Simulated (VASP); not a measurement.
# Si4N in VASP: further runs

Si4N is run at these levels: PBE+D3(BJ); tasks: single point.

Everything below comes from runs of VASP 6.6.1. Logs are shortened: lines on timing, memory, paths and dates and some standing lists are left out, and cuts for length are marked.

## (1) The cell of the first run

The cell holds a slab with vacuum, 5 atoms: a = 3.833 Å, b = 3.833 Å, c = 21.103 Å, α = 90.00°, β = 90.00°, γ = 90.00°.

## (2) Single point, PBE+D3(BJ), collinear spin, ferromagnetic start

The input, INCAR:

```
ALGO = Normal ; DIPOL = 0.5 0.5 0.335
EDIFF = 1E-6 ; ENCUT = 520
GGA = PE ; IDIPOL = 3
ISIF = 2 ; ISMEAR = 0
ISPIN = 2 ; IVDW = 12
LASPH = True ; LCHARG = False
LDIPOL = True ; LORBIT = 11
LREAL = False ; LWAVE = False
MAGMOM = 0 0 0 0 3 ; NBANDS = 22
NELM = 150 ; PREC = Accurate
SIGMA = 0.05
```

The input, KPOINTS:

```
k-points
0
Gamma
  7 7 1
```

The input, POSCAR:

```
Si4N
1.0
    3.8333442755      0.0000000000      0.0000000000
    0.0000000000      3.8333442755      0.0000000000
    0.0000000000      0.0000000000     21.1034818114
Si N
4 1
Direct
    0.0000000000      0.5000000000      0.1895421825
    0.0000000000      0.0000000000      0.2537634269
    0.5000000000      0.0000000000      0.3207061922
    0.5000000000      0.5000000000      0.3839879070
    0.8750000000      0.7500000000      0.5261445439
```

Potentials or basis: VASP PAW PBE potentials, release 64 (Si, N).

On the command line:

```
$ cat potpaw_PBE.64/Si/POTCAR potpaw_PBE.64/N/POTCAR > POTCAR
$ mpirun -np 1 vasp_std > vasp.out
```

OUTCAR:

```text
EDIFF = 1E-6
   ENCUT = 520
   GGA = PE
   ISIF = 2
   ISMEAR = 0
   ISPIN = 2
   IVDW = 12
   LASPH = True
   LORBIT = 11
   LREAL = False
   NELM = 150
   PREC = Accurate
 IVDW          = 12

 ion  position               nearest neighbor table
   1  0.000  0.500  0.190-   2 2.35   2 2.35
   2  0.000  0.000  0.254-   1 2.35   1 2.35   3 2.38   3 2.38
   3  0.500  0.000  0.321-   4 2.34   4 2.34   2 2.38   2 2.38
   4  0.500  0.500  0.384-   3 2.34   3 2.34
   5  0.875  0.750  0.526-

  LATTYP: Found a simple tetragonal cell.
 ALAT       =     3.8333442755
 C/A-ratio  =     5.5052404101

  Lattice vectors:

 A1 = (   3.8333442755,   0.0000000000,   0.0000000000)
 A2 = (   0.0000000000,   3.8333442755,   0.0000000000)
 A3 = (   0.0000000000,   0.0000000000,  21.1034818114)

Analysis of symmetry for initial positions (statically):
=====================================================================
 Subroutine PRICEL returns:
 Original cell was already a primitive cell.

 Routine SETGRP: Setting up the symmetry group for a
 simple tetragonal supercell.

 Subroutine GETGRP returns: Found  1 space group operations
 (whereof  1 operations were pure point group operations)
 out of a pool of 16 trial point group operations.

The static configuration has the point symmetry C_1 .

Analysis of symmetry for dynamics (positions and initial velocities):
=====================================================================
 Subroutine PRICEL returns:
 Original cell was already a primitive cell.

 Routine SETGRP: Setting up the symmetry group for a
 simple tetragonal supercell.

 Subroutine GETGRP returns: Found  1 space group operations
 (whereof  1 operations were pure point group operations)
 out of a pool of 16 trial point group operations.

The dynamic configuration has the point symmetry C_1 .

Analysis of structural, dynamic, and magnetic symmetry:
=====================================================================
 Subroutine PRICEL returns:
 Original cell was already a primitive cell.

 Routine SETGRP: Setting up the symmetry group for a
 simple tetragonal supercell.

 Subroutine GETGRP returns: Found  1 space group operations
 (whereof  1 operations were pure point group operations)
 out of a pool of 16 trial point group operations.

The overall configuration has the point symmetry C_1 .

 Subroutine INISYM returns: Found  1 space group operations
 (whereof  1 operations are pure point group operations),
 and found     1 'primitive' translations

----------------------------------------------------------------------------------------

                                     Primitive cell

  volume of cell :     310.1057

  direct lattice vectors                    reciprocal lattice vectors
     3.833344276  0.000000000  0.000000000     0.260868821  0.000000000  0.000000000
     0.000000000  3.833344276  0.000000000     0.000000000  0.260868821  0.000000000
     0.000000000  0.000000000 21.103481811     0.000000000  0.000000000  0.047385546

  length of vectors
     3.833344276  3.833344276 21.103481811     0.260868821  0.260868821  0.047385546

  position of ions in fractional coordinates (direct lattice)
     0.000000000  0.500000000  0.189542182
     0.000000000  0.000000000  0.253763427
     0.500000000  0.000000000  0.320706192
     0.500000000  0.500000000  0.383987907
     0.875000000  0.750000000  0.526144544

  ion indices of the primitive-cell ions
   primitive index   ion index
                 1           1
                 2           2
                 3           3
                 4           4
                 5           5

----------------------------------------------------------------------------------------

 KPOINTS: k-points
[... 27 lines left out ...]
  0.000000  0.142857  0.000000      2.000000
  0.285714  0.000000  0.000000      2.000000
  0.000000  0.285714  0.000000      2.000000
  0.428571  0.000000  0.000000      2.000000
[... 16 lines left out ...]
  0.285714  0.428571  0.000000      2.000000
  0.428571  0.428571  0.000000      2.000000
   k-points           NKPTS =     25   k-points in BZ     NKDIM =     25   number of bands    NBANDS=     22
   number of dos      NEDOS =    301   number of ions     NIONS =      5
   total plane-waves  NPLWV = 144000
   dimension x,y,z NGX =    30 NGY =   30 NGZ =  160
   dimension x,y,z NGXF=    60 NGYF=   60 NGZF=  320
   ions per type =               4   1
   NGX,Y,Z   is equivalent  to a cutoff of  13.01, 13.01, 12.60 a.u.
   NGXF,Y,Z  is equivalent  to a cutoff of  26.02, 26.02, 25.21 a.u.
 SYSTEM =  unknown system
   PREC   = accura    normal or accurate (medium, high low for compatibility)
   ISTART =      0    job   : 0-new  1-cont  2-samecut
   ICHARG =      2    charge: 1-file 2-atom 10-const
   ISPIN  =      2    spin polarized calculation?
   LNONCOLLINEAR =      F non collinear calculations
   LSORBIT =      F    spin-orbit coupling
   LASPH  =      T    aspherical Exc in radial PAW
   ENCUT  =  520.0 eV  38.22 Ry    6.18 a.u.   7.13  7.13 39.24*2*pi/ulx,y,z
   NELM   =    150;   NELMIN=  2; NELMDL= -5     # of ELM steps
   EDIFF  = 0.1E-05   stopping-criterion for ELM
   LREAL  =      F    real-space projection
   EDIFFG = 0.1E-04   stopping-criterion for IOM
   NSW    =      0    number of steps for IOM
   IBRION =     -1    ionic relax: 0-MD 1-quasi-New 2-CG
   NFREE  =      0    steps in history (QN), initial steepest desc. (CG)
   ISIF   =      2    stress and relaxation
   ISYM   =      2    0-nonsym 1-usesym 2-fastsym
   POTIM  = 0.5000    time-step for ionic-motion
   TEBEG  =    0.0;   TEEND  =   0.0 temperature during run
   PSTRESS=    0.0 pullay stress
   NELECT =      21.0000    total number of electrons
   NUPDOWN=      -1.0000    fix difference up-down
   EMIN   =  10.00;   EMAX   =-10.00  energy-range for DOS
   EFERMI =   0.00;   METHOD = LEGACY
   ISMEAR =     0;   SIGMA  =   0.05  broadening in eV -4-tet -1-fermi 0-gaus
   EFERMI_NEDOS =   21; number of points for ismear=-14 and -15
   IALGO  =     38    algorithm
   IMIX   =      4    mixing-type and parameters
     AMIX     =   0.40;   BMIX     =  1.00
     AMIX_MAG =   1.60;   BMIX_MAG =  1.00
  volume/ion in A,a.u.               =      62.02       418.54
  Fermi-wavevector in a.u.,A,eV,Ry     =   0.667285  1.260986  6.058256  0.445269
  Thomas-Fermi vector in A             =   1.741845
   LORBIT       =     11    0 simple, 1 ext, 2 COOP (PROOUT), +10 PAW based schemes
   GGA     = PE    functional components
   LHFCALC =     F    Hartree Fock is set to
   AEXX    =    0.0000 exact exchange contribution
   IVDW    =    12    specifies the selected vdW correction
   LEPSILON=     F    determine dielectric tensor
   LRPA    =     F    only Hartree local field effects (RPA)
 spin polarized calculation
 Gauss-broadening in eV      SIGMA  =   0.05
  energy-cutoff  :      520.00
  volume of cell :      310.11
 maximum number of plane-waves:      8388
 NGX is ok and might be reduce to    30
   NGX = 15   NGY = 15   NGZ = 79

 dipolmoment           0.000000      0.000000     -0.000654 electrons x Angstroem

 number of electron      21.0000001 magnetization       2.6498913

 dipolmoment           0.000000      0.000000      0.044872 electrons x Angstroem

 Free energy of the ion-electron system (eV)
  ---------------------------------------------------
  ext. energy  EPLUGINS =         0.00000000
  ---------------------------------------------------
  free energy    TOTEN  =       -21.26325810 eV

  energy without entropy =      -21.26031311  energy(sigma->0) =      -21.26178560

 E-fermi :  -2.4147     XC(G=0):  -3.8867

 val. band max:       -2.4279659236   @ k =   0.4286   0.4286   0.0000
 cond. band min:      -2.3635233181   @ k =  -0.1429   0.4286   0.0000
 fundamental gap:      0.0644426055
 Fermi energy:        -2.4147348510

 spin component 1

 k-point     1 :       0.0000    0.0000    0.0000
  band No.  band energies     occupation
      1     -16.4605      1.00000
      2     -13.2333      1.00000
      3     -11.0816      1.00000
      4      -7.7679      1.00000
      5      -5.0226      1.00000
      6      -4.6217      1.00000
[... 589 lines left out ...]
     21       5.3604      0.00000
     22       6.0658      0.00000

 [... further k-points ...]

 spin component 2

 k-point     1 :       0.0000    0.0000    0.0000
  band No.  band energies     occupation
      1     -13.2755      1.00000
      2     -12.0862      1.00000
      3     -11.1326      1.00000
      4      -7.8230      1.00000
      5      -4.3273      1.00000
      6      -4.0916      1.00000
[... 589 lines left out ...]
     21       5.4013      0.00000
     22       6.1771      0.00000

 [... further k-points ...]

------------------------ aborting loop because EDIFF is reached ----------------------------------------

 vacuum level on the upper side and lower side of the slab       (xc-potential included)         0.269        -0.270

 Edisp (eV)   -0.99251

 E8    (eV) :    -0.4220

  FORCE on cell =-STRESS in cart. coord.  units (eV):
  Direction    XX          YY          ZZ          XY          YZ          ZX
  --------------------------------------------------------------------------------------
  -------------------------------------------------------------------------------------
  Total      -3.86944    -1.21616    -1.06753    -0.04244    -0.13840    -0.14819
  in kB     -19.99168    -6.28335    -5.51544    -0.21927    -0.71506    -0.76563
  external pressure =      -10.60 kB  Pullay stress =        0.00 kB

 VOLUME and BASIS-vectors are now :
 -----------------------------------------------------------------------------
  energy-cutoff  :      520.00
  volume of cell :      310.11
      direct lattice vectors                 reciprocal lattice vectors
     3.833344276  0.000000000  0.000000000     0.260868821  0.000000000  0.000000000
     0.000000000  3.833344276  0.000000000     0.000000000  0.260868821  0.000000000
     0.000000000  0.000000000 21.103481811     0.000000000  0.000000000  0.047385546

 POSITION                                       TOTAL-FORCE (eV/Angst)
 -----------------------------------------------------------------------------------
      0.00000      1.91667      4.00000         0.005805      0.006001      0.090323
      0.00000      0.00000      5.35529        -0.011980      0.004518      0.029196
      1.91667      0.00000      6.76802         0.035047     -0.018548     -0.039831
      1.91667      1.91667      8.10348         0.007955      0.050092      0.133315
      3.35418      2.87501     11.10348        -0.036827     -0.042063     -0.213003
 -----------------------------------------------------------------------------------
    total drift:                               -0.000045      0.000013      0.000127

  FREE ENERGIE OF THE ION-ELECTRON SYSTEM (eV)
  ---------------------------------------------------
  free  energy   TOTEN  =       -22.2557712241 eV

  energy  without entropy=      -22.2528262310  energy(sigma->0) =      -22.25429873

 vacuum level on the upper side and lower side of the slab         3.489         2.936

 total charge

# of ion       s       p       d       tot
------------------------------------------
    1        0.863   0.721   0.000   1.584
    2        0.776   0.894   0.000   1.669
    3        0.775   0.898   0.000   1.673
    4        0.861   0.720   0.000   1.580
    5        1.363   1.911   0.000   3.274
--------------------------------------------------
tot          4.638   5.143   0.000   9.781

 magnetization (x)

# of ion       s       p       d       tot
------------------------------------------
    1       -0.000  -0.018   0.000  -0.018
    2        0.000  -0.013   0.000  -0.012
    3        0.003  -0.012   0.000  -0.009
    4       -0.001  -0.048   0.000  -0.049
    5        0.038   1.860   0.000   1.898
--------------------------------------------------
tot          0.040   1.770   0.000   1.810
```

Wall time 17 min (1 thread of Intel Xeon Platinum 8259CL at 2.50GHz (Skylake/Cascade Lake), shared host); peak memory 0.62 GiB.

What came out:

| Quantity | Value |
| --- | --- |
| Free energy | -22.2558 eV |
| Largest force | 0.220 eV/Å |
| Net moment | 2.65 μB per cell |
| Site moments | Si -0.02, -0.01, -0.05 (each value once); N +1.90 μB |
| Valence electrons inside the program's atomic spheres | Si 1.58, 1.67 (each value once); N 3.27 |
| Dispersion energy per atom | -0.199 eV |

Forces on the atoms (eV/Å):
```
Si   0.006  0.006  0.090
Si  -0.012  0.005  0.029
Si   0.035 -0.019 -0.040
Si   0.008  0.050  0.133
N   -0.037 -0.042 -0.213
```

Levels at points of the mesh, in eV from the Fermi level:
Spin up:
```
           k point  band 8  band 9  band 10  band 11  band 12  band 13  band 14  band 15  band 16  band 17
(0.00, 0.00, 0.00)   -1.87   -1.63    -1.35    -0.49     0.61     1.41     1.90     2.06     3.12     3.44
```
Spin down:
```
           k point  band 7  band 8  band 9  band 10  band 11  band 12
(0.00, 0.00, 0.00)   -1.66   -0.54    0.27     1.33     1.61     1.84
```

## (3) Single point, PBE+D3(BJ), collinear spin, ferromagnetic start

The input, INCAR:

```
PREC     = Accurate       # precision mode
ENCUT    = 520            # plane-wave cutoff, eV
EDIFF    = 1E-7           # SCF threshold, eV
ISMEAR   = 0              # smearing method
SIGMA    = 0.05           # smearing width, eV
LREAL    = F              # projectors in reciprocal space
LASPH    = T              # aspherical terms in the spheres
NELM     = 150            # most SCF steps
ALGO     = Normal         # electronic algorithm
ISIF     = 2              # what is computed and relaxed
LWAVE    = F              # write WAVECAR
LCHARG   = T              # write CHGCAR
ISPIN    = 2              # spin polarisation
MAGMOM   = 0 0 0 0 3      # initial moments
LORBIT   = 11             # projections on sites
LDIPOL   = T            
IDIPOL   = 3            
DIPOL    = 0.5 0.5 0.335
GGA      = PE             # functional
IVDW     = 12             # dispersion correction
LELF     = T              # ELF
LVHAR    = T            
LVACPOTAV= T            
NBANDS   = 22             # bands
```

The input, KPOINTS:

```
regular mesh
0
Gamma
  7 7 1
```

POSCAR: that of step 2 with these lines changed.

```diff
@@ -12,2 +12,2 @@
     0.5000000000      0.5000000000      0.3839879070
-    0.8750000000      0.7500000000      0.5261445439
+    0.6250000000      0.6250000000      0.5261445439
```

Potentials or basis: VASP PAW PBE potentials, release 64 (Si, N).

On the command line:

```
$ cat potpaw_PBE.64/Si/POTCAR potpaw_PBE.64/N/POTCAR > POTCAR
$ mpirun -np 1 vasp_std > vasp.out
```

OUTCAR:

```text
PREC = Accurate
   ENCUT = 520
   EDIFF = 1E-7
   ISMEAR = 0
   LREAL = F
   LASPH = T
   NELM = 150
   ISIF = 2
   ISPIN = 2
   LORBIT = 11
   GGA = PE
   IVDW = 12
 IVDW          = 12

 ion  position               nearest neighbor table
   1  0.000  0.500  0.190-   2 2.35   2 2.35
   2  0.000  0.000  0.254-   1 2.35   1 2.35   3 2.38   3 2.38
   3  0.500  0.000  0.321-   4 2.34   4 2.34   2 2.38   2 2.38
   4  0.500  0.500  0.384-   3 2.34   3 2.34
   5  0.625  0.625  0.526-

  LATTYP: Found a simple tetragonal cell.
 ALAT       =     3.8333442755
 C/A-ratio  =     5.5052404101

  Lattice vectors:

 A1 = (   3.8333442755,   0.0000000000,   0.0000000000)
 A2 = (   0.0000000000,   3.8333442755,   0.0000000000)
 A3 = (   0.0000000000,   0.0000000000,  21.1034818114)

Analysis of symmetry for initial positions (statically):
[... 1417 lines left out ...]

  FORCE on cell =-STRESS in cart. coord.  units (eV):
  Direction    XX          YY          ZZ          XY          YZ          ZX
  --------------------------------------------------------------------------------------
  -------------------------------------------------------------------------------------
  Total      -3.99502    -0.98437    -2.06804    -0.03931    -0.25169    -0.26209
  in kB     -20.64046    -5.08580   -10.68462    -0.20310    -1.30036    -1.35412
  external pressure =      -12.14 kB  Pullay stress =        0.00 kB

 VOLUME and BASIS-vectors are now :
 -----------------------------------------------------------------------------
  energy-cutoff  :      520.00
  volume of cell :      310.11
      direct lattice vectors                 reciprocal lattice vectors
     3.833344276  0.000000000  0.000000000     0.260868821  0.000000000  0.000000000
     0.000000000  3.833344276  0.000000000     0.000000000  0.260868821  0.000000000
     0.000000000  0.000000000 21.103481811     0.000000000  0.000000000  0.047385546

 POSITION                                       TOTAL-FORCE (eV/Angst)
 -----------------------------------------------------------------------------------
      0.00000      1.91667      4.00000         0.004776      0.009690      0.046548
      0.00000      0.00000      5.35529         0.000516      0.007760      0.078965
      1.91667      0.00000      6.76802         0.034450     -0.030747      0.077130
      1.91667      1.91667      8.10348         0.025311      0.090607      0.306444
      2.39584      2.39584     11.10348        -0.065053     -0.077310     -0.509087
 -----------------------------------------------------------------------------------
    total drift:                               -0.000014      0.000061      0.000236

  FREE ENERGIE OF THE ION-ELECTRON SYSTEM (eV)
  ---------------------------------------------------
  free  energy   TOTEN  =       -22.3485272998 eV

  energy  without entropy=      -22.3459360118  energy(sigma->0) =      -22.34723166

 vacuum level on the upper side and lower side of the slab         3.578         2.932

 total charge

# of ion       s       p       d       tot
------------------------------------------
    1        0.864   0.722   0.000   1.585
    2        0.775   0.894   0.000   1.670
    3        0.774   0.896   0.000   1.670
    4        0.853   0.721   0.000   1.574
    5        1.364   1.911   0.000   3.274
--------------------------------------------------
tot          4.630   5.143   0.000   9.773

 magnetization (x)

# of ion       s       p       d       tot
------------------------------------------
    1        0.004   0.002   0.000   0.006
    2        0.000  -0.010   0.000  -0.009
    3        0.005  -0.016   0.000  -0.011
    4       -0.005  -0.058   0.000  -0.062
    5        0.037   1.805   0.000   1.842
--------------------------------------------------
tot          0.041   1.724   0.000   1.765
```

OSZICAR:

```text
N       E                     dE             d eps       ncg     rms          rms(c)
DAV:   1     0.925046165570E+02    0.92505E+02   -0.63321E+03  2200   0.658E+02
DAV:   2    -0.846201115269E+01   -0.10097E+03   -0.96317E+02  3110   0.125E+02
DAV:   3    -0.214245304416E+02   -0.12963E+02   -0.12605E+02  2792   0.410E+01
[... 21 lines left out ...]
DAV:  25    -0.213576745274E+02   -0.68982E-05   -0.34701E-07  2456   0.117E-03    0.381E-04
DAV:  26    -0.213576777576E+02   -0.32301E-05   -0.25018E-07  2254   0.107E-03    0.242E-04
DAV:  27    -0.213576789068E+02   -0.11492E-05   -0.93779E-08  2422   0.718E-04    0.128E-04
DAV:  28    -0.213576791370E+02   -0.23022E-06   -0.12315E-08  2382   0.324E-04    0.717E-05
DAV:  29    -0.213576792164E+02   -0.79346E-07   -0.72264E-09  2208   0.242E-04
   1 F= -.22348527E+02 E0= -.22347232E+02  d E =-.259129E-02  mag=     2.6252
```

Wall time 18 min (1 thread of Intel Xeon Platinum 8259CL at 2.50GHz (Skylake/Cascade Lake), shared host); peak memory 0.62 GiB.

Results:

* Free energy: -22.3485 eV
* Largest force: 0.519 eV/Å
* Net moment: 2.63 μB per cell
* Site moments: Si +0.01, -0.01, -0.06 (each value once); N +1.84 μB
* Valence electrons inside the program's atomic spheres: Si 1.58, 1.67, 1.57 (each value once); N 3.27
* Dispersion energy per atom: -0.198 eV

Forces in eV/Å, atoms in the order of the input:
```
Si   0.005  0.010  0.047
Si   0.001  0.008  0.079
Si   0.034 -0.031  0.077
Si   0.025  0.091  0.306
N   -0.065 -0.077 -0.509
```

Levels at points of the mesh, in eV from the Fermi level:
Spin up:
| k point | band 9 | band 10 | band 11 | band 12 | band 13 | band 14 | band 15 | band 16 |
| --- | --- | --- | --- | --- | --- | --- | --- | --- |
| (0.00, 0.00, 0.00) | -1.74 | -1.31 | -0.60 | 0.61 | 1.29 | 1.80 | 1.96 | 3.04 |
Spin down:
```
           k point  band 7  band 8  band 9  band 10  band 11  band 12
(0.00, 0.00, 0.00)   -1.75   -0.64    0.09     1.26     1.47     1.80
```
